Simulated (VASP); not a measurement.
# Sb (P6_3/mmc) in VASP: a series of runs

Sb is run at these levels: PBE0; tasks: single point.

Program: VASP 6.6.1. These are calculated values, not measurements. Logs are shortened: lines on timing, memory, paths and dates and some standing lists are left out, and cuts for length are marked.

### Step 1. The cell of the first run

It takes space group P6_3/mmc (No. 194, hexagonal). The conventional cell has a = 3.377 Å, b = 3.377 Å, c = 5.506 Å, α = 90.00°, β = 90.00°, γ = 120.00°. Sb (site symmetry -6m2) has 12 Sb at 3.37 to 3.38 Å within 4.4 Å.

This isn't the form of Sb at room conditions, which is rhombohedral.

### Step 2. Single point, PBE0

File POSCAR:

```
Sb
1.0
    3.3767485125      0.0000000000      0.0000000000
   -1.6883742563      2.9243499940      0.0000000000
    0.0000000000      0.0000000000      5.5063879352
Sb
2
Direct
    0.6666666667      0.3333333333      0.7500000000
    0.3333333333      0.6666666667      0.2500000000
```

File INCAR.step1:

```
PREC     = Accurate       # precision mode
ENCUT    = 520            # plane-wave cutoff, eV
EDIFF    = 1E-5           # SCF threshold, eV
ISMEAR   = -1             # smearing method
SIGMA    = 0.05           # smearing width, eV
LREAL    = F              # projectors in reciprocal space
LASPH    = T              # aspherical terms in the spheres
NELM     = 100            # most SCF steps
ALGO     = Normal         # electronic algorithm
ISIF     = 2              # what is computed and relaxed
LWAVE    = T              # write WAVECAR
LCHARG   = F              # write CHGCAR
GGA      = PE             # functional
NBANDS   = 12             # bands
```

File INCAR.step2:

```
PREC     = Accurate       # precision mode
ENCUT    = 520            # plane-wave cutoff, eV
EDIFF    = 1E-6           # SCF threshold, eV
ISMEAR   = -1             # smearing method
SIGMA    = 0.05           # smearing width, eV
LREAL    = F              # projectors in reciprocal space
LASPH    = T              # aspherical terms in the spheres
NELM     = 100            # most SCF steps
ALGO     = Normal         # electronic algorithm
ISIF     = 2              # what is computed and relaxed
LWAVE    = F              # write WAVECAR
LCHARG   = F              # write CHGCAR
GGA      = PE             # functional
LHFCALC  = T              # exact exchange
AEXX     = 0.25           # exact-exchange fraction
PRECFOCK = Normal       
ISTART   = 1            
NBANDS   = 12             # bands
```

File KPOINTS:

```
Automatic mesh
0
Gamma
  4 4 4
```

Potentials or basis: VASP PAW PBE potentials, release 64 (Sb).

Command:

```sh
cat potpaw_PBE.64/Sb/POTCAR > POTCAR
cp INCAR.step1 INCAR
mpirun -np 1 vasp_std > vasp.out
cp INCAR.step2 INCAR
mpirun -np 1 vasp_std > vasp.out
```

OUTCAR:

```text
PREC = Accurate
   ENCUT = 520
   EDIFF = 1E-6
   ISMEAR = -1
   LREAL = F
   LASPH = T
   NELM = 100
   ISIF = 2
   GGA = PE
   LHFCALC = T
   AEXX = 0.25
   PRECFOCK = Normal
   ISTART = 1

 ion  position               nearest neighbor table
   1  0.667  0.333  0.750-   2 3.37   2 3.37   2 3.37   2 3.37   2 3.37   2 3.37
   2  0.333  0.667  0.250-   1 3.37   1 3.37   1 3.37   1 3.37   1 3.37   1 3.37

  LATTYP: Found a hexagonal cell.
 ALAT       =     3.3767485125
 C/A-ratio  =     1.6306775334

  Lattice vectors:

 A1 = (   3.3767485125,   0.0000000000,   0.0000000000)
 A2 = (  -1.6883742563,   2.9243499940,   0.0000000000)
 A3 = (   0.0000000000,   0.0000000000,   5.5063879352)

Analysis of symmetry for initial positions (statically):
=====================================================================
 Subroutine PRICEL returns:
 Original cell was already a primitive cell.

 Routine SETGRP: Setting up the symmetry group for a
 hexagonal supercell.

 Subroutine GETGRP returns: Found 24 space group operations
 (whereof 12 operations were pure point group operations)
 out of a pool of 24 trial point group operations.

The static configuration has the point symmetry D_3d.
 The point group associated with its full space group is D_6h.

Analysis of symmetry for dynamics (positions and initial velocities):
=====================================================================
 Subroutine PRICEL returns:
 Original cell was already a primitive cell.

 Routine SETGRP: Setting up the symmetry group for a
 hexagonal supercell.

 Subroutine GETGRP returns: Found 24 space group operations
 (whereof 12 operations were pure point group operations)
 out of a pool of 24 trial point group operations.

The dynamic configuration has the point symmetry D_3d.
 The point group associated with its full space group is D_6h.

 Subroutine INISYM returns: Found 24 space group operations
 (whereof 12 operations are pure point group operations),
 and found     1 'primitive' translations

----------------------------------------------------------------------------------------

                                     Primitive cell

  volume of cell :      54.3744

[... 88 lines left out ...]
   EMIN   =  10.00;   EMAX   =-10.00  energy-range for DOS
   EFERMI =   0.00;   METHOD = LEGACY
   ISMEAR =    -1;   SIGMA  =   0.05  broadening in eV -4-tet -1-fermi 0-gaus
   EFERMI_NEDOS =   21; number of points for ismear=-14 and -15
   IALGO  =     38    algorithm
   IMIX   =      1    mixing-type and parameters
     AMIX     =   0.40;   BMIX     =  1.00
     AMIX_MAG =   1.60;   BMIX_MAG =  1.00
  volume/ion in A,a.u.               =      27.19       183.47
  Fermi-wavevector in a.u.,A,eV,Ry     =   0.930986  1.759309 11.792648  0.866735
  Thomas-Fermi vector in A             =   2.057432
   LORBIT       =      0    0 simple, 1 ext, 2 COOP (PROOUT), +10 PAW based schemes
   GGA     = PE    functional components
   LHFCALC =     T    Hartree Fock is set to
   PRECFOCK=normal    Normal, Fast or Accurate (Low or Medium for compatibility)
   ENCUT4O =  -1.0   cutoff for four orbital integrals eV
   NKREDX  =     1    reduce k-point grid by
   NKREDY  =     1    reduce k-point grid by
   NKREDZ  =     1    reduce k-point grid by
   AEXX    =    0.2500 exact exchange contribution
   HFSCREEN=    0.0000 screening length (either q_TF or 0.3 A-1)
   HFSCREENC=   0.0000 screening length for correlation (either q_TF or 0.3 A-1)
   ENCUTFOCK=  -1.0 apply spherical cutoff to Coloumb kernel
   IVDW    =     0    specifies the selected vdW correction
   LEPSILON=     F    determine dielectric tensor
   LRPA    =     F    only Hartree local field effects (RPA)
 non-spin polarized calculation
  energy-cutoff  :      520.00
  volume of cell :       54.37
 maximum number of plane-waves:      1496
 NGX is ok and might be reduce to    28
  NGX = 20; NGY = 20; NGZ = 32

 number of electron      10.0000001 magnetization

 Free energy of the ion-electron system (eV)
  ---------------------------------------------------
  ext. energy  EPLUGINS =         0.00000000
  ---------------------------------------------------
  free energy    TOTEN  =       -10.60557037 eV

  energy without entropy =      -10.59263666  energy(sigma->0) =      -10.59910351

 E-fermi :   8.1813     XC(G=0):  -8.0715

 val. band max:        8.1641036266   @ k =   0.2500   0.2500   0.2500
 cond. band min:       8.7739738402   @ k =   0.2500  -0.0000   0.2500
 fundamental gap:      0.6098702136
 Fermi energy:         8.1813165204

 k-point     1 :       0.0000    0.0000    0.0000
  band No.  band energies     occupation
      1      -6.5197      2.00000
      2      -2.3292      2.00000
      3       1.2740      2.00000
      4      12.6433      0.00000
      5      12.6433      0.00000
      6      14.4277      0.00000
      7      14.4277      0.00000
      8      14.7084      0.00000
      9      16.8760      0.00000
     10      18.2443      0.00000
     11      19.2124      0.00000
     12      19.2124      0.00000
[... 151 lines left out ...]
 k-point    12 :       0.2500    0.2500    0.5000
  band No.  band energies     occupation
      1      -1.8985      2.00000
      2      -1.8985      2.00000
      3       3.6481      2.00000
      4       3.6481      2.00000
      5       5.8737      2.00000
      6       5.8737      2.00000
      7      11.2037      0.00000
      8      11.2037      0.00000
      9      16.8582      0.00000
     10      16.8582      0.00000
     11      18.5106      0.00000
     12      18.5106      0.00000

------------------------ aborting loop because EDIFF is reached ----------------------------------------

  FORCE on cell =-STRESS in cart. coord.  units (eV):
  Direction    XX          YY          ZZ          XY          YZ          ZX
  --------------------------------------------------------------------------------------
  -------------------------------------------------------------------------------------
  Total       -1.6911653     -1.6911653     -1.0944804      0.0000000      0.0000000     -0.0000000
  in kB      -49.8312486    -49.8312486    -32.2495521      0.0000000      0.0000000     -0.0000000
  external PRESSURE =     -43.9706831 kB  Pullay stress =       0.0000000 kB

 VOLUME and BASIS-vectors are now :
 -----------------------------------------------------------------------------
  energy-cutoff  :      520.00
  volume of cell :       54.37
      direct lattice vectors                 reciprocal lattice vectors
     3.376748512  0.000000000  0.000000000     0.296142871  0.170978166  0.000000000
    -1.688374256  2.924349994  0.000000000     0.000000000  0.341956333  0.000000000
     0.000000000  0.000000000  5.506387935     0.000000000  0.000000000  0.181607255

 POSITION                                       TOTAL-FORCE (eV/Angst)
 -----------------------------------------------------------------------------------
      1.68837      0.97478      4.12979        -0.000000     -0.000000     -0.000000
     -0.00000      1.94957      1.37660         0.000000      0.000000      0.000000
 -----------------------------------------------------------------------------------
    total drift:                                0.000000      0.000000     -0.000000

  FREE ENERGIE OF THE ION-ELECTRON SYSTEM (eV)
  ---------------------------------------------------
  free  energy   TOTEN  =       -10.6055703723 eV

  energy  without entropy=      -10.5926366569  energy(sigma->0) =      -10.59910351
```

OUTCAR.step1:

```text
PREC = Accurate
   ENCUT = 520
   EDIFF = 1E-5
   ISMEAR = -1
   LREAL = F
[... 390 lines left out ...]
      1.68837      0.97478      4.12979        -0.000000      0.000000      0.000000
     -0.00000      1.94957      1.37660         0.000000     -0.000000      0.000000
 -----------------------------------------------------------------------------------
    total drift:                               -0.000000      0.000000      0.000000

  FREE ENERGIE OF THE ION-ELECTRON SYSTEM (eV)
  ---------------------------------------------------
  free  energy   TOTEN  =        -7.8196786715 eV

  energy  without entropy=       -7.8034042262  energy(sigma->0) =       -7.81154145
```

Wall time 5.8 min (1 thread of AMD EPYC 7R13 (Zen 3), shared host); peak memory 0.15 GiB.

Results:

```
Free energy            : -10.6056 eV
Pressure               : -4.4 GPa
Band gap on the k mesh : zero (bands 5 and 6 overlap by 7.66 eV)
```

Levels at points of the mesh, in eV from the Fermi level:
```
           k point  band 2  band 3  band 4  band 5  band 6  band 7
(0.00, 0.00, 0.00)  -10.51   -6.91    4.46    4.46    6.25    6.25
(0.50, 0.00, 0.00)   -9.33   -5.17   -3.72   -2.88   -0.24    0.97
(0.00, 0.00, 0.50)  -13.36   -1.05   -1.05    5.36    5.36    5.36
(0.50, 0.00, 0.50)   -9.77   -6.36   -6.36    2.30    2.30    2.39
```

Caveat: the k points lie up to 0.54 Å⁻¹ apart, too coarse for converged energies and pressures of a metal; the PAW data sets were made with another functional, which shifts forces and pressure a little; spin-orbit coupling is left out, which moves the levels of the heavy elements.

### Step 3. Single point, PBE0

This run uses another cell than the first one, of 27.72 Å³/atom.

File POSCAR:

```
Sb
1.0
    3.3986760653      0.0000000000      0.0000000000
   -1.6993380327      2.9433398118      0.0000000000
    0.0000000000      0.0000000000      5.5421447030
Sb
2
Direct
    0.6666666667      0.3333333333      0.7500000000
    0.3333333333      0.6666666667      0.2500000000
```

File INCAR.step1:

```
SYSTEM = Sb
PREC = Accurate ; ENCUT = 520
EDIFF = 1E-5 ; ISMEAR = -1
SIGMA = 0.05 ; LREAL = .FALSE.
LASPH = .TRUE. ; NELM = 60
ALGO = Normal ; ISIF = 2
LWAVE = .TRUE. ; LCHARG = .FALSE.
GGA = PE ; NBANDS = 12
```

File INCAR.step2:

```
SYSTEM = Sb
PREC = Accurate ; ENCUT = 520
EDIFF = 1E-6 ; ISMEAR = -1
SIGMA = 0.05 ; LREAL = .FALSE.
LASPH = .TRUE. ; NELM = 60
ALGO = Normal ; ISIF = 2
LWAVE = .FALSE. ; LCHARG = .FALSE.
GGA = PE ; LHFCALC = .TRUE.
AEXX = 0.25 ; PRECFOCK = Normal
ISTART = 1 ; NBANDS = 12
```

File KPOINTS:

```
Automatic mesh
0
G
  4 4 4
  0 0 0
```

Potentials or basis: VASP PAW PBE potentials, release 64 (Sb).

Command:

```sh
cat potpaw_PBE.64/Sb/POTCAR > POTCAR
cp INCAR.step1 INCAR
mpirun -np 1 vasp_std > vasp.out
cp INCAR.step2 INCAR
mpirun -np 1 vasp_std > vasp.out
```

Wall time 5.9 min (1 thread of AMD EPYC 7R13 (Zen 3), shared host); peak memory 0.15 GiB.

Results (log left out):

```
Free energy            : -10.5727 eV
Pressure               : -5.5 GPa
Band gap on the k mesh : zero (bands 5 and 6 overlap by 7.48 eV)
```

Stress tensor (GPa, compression positive):
```
-6.05  0.00  0.00
 0.00 -6.05  0.00
 0.00  0.00 -4.33
```

Levels at points of the mesh, in eV from the Fermi level:
| k point | band 1 | band 2 | band 3 | band 4 | band 5 | band 6 | band 7 | band 8 |
| --- | --- | --- | --- | --- | --- | --- | --- | --- |
| (0.00, 0.00, 0.00) | -14.55 | -10.47 | -6.78 | 4.36 | 4.36 | 6.10 | 6.10 | 6.36 |
| (0.50, 0.00, 0.00) | -10.71 | -9.30 | -5.14 | -3.67 | -2.83 | -0.21 | 0.95 | 4.43 |
| (0.00, 0.00, 0.50) | -13.23 | -13.23 | -1.06 | -1.06 | 5.23 | 5.23 | 5.23 | 5.23 |
| (0.50, 0.00, 0.50) | -9.76 | -9.76 | -6.25 | -6.25 | 2.26 | 2.26 | 2.32 | 2.32 |

Caveat: the k points lie up to 0.53 Å⁻¹ apart, too coarse for converged energies and pressures of a metal; the PAW data sets were made with another functional, which shifts forces and pressure a little; spin-orbit coupling is left out, which moves the levels of the heavy elements.

The gap in the log of VASP goes by the Fermi energy; the results here count the filled bands.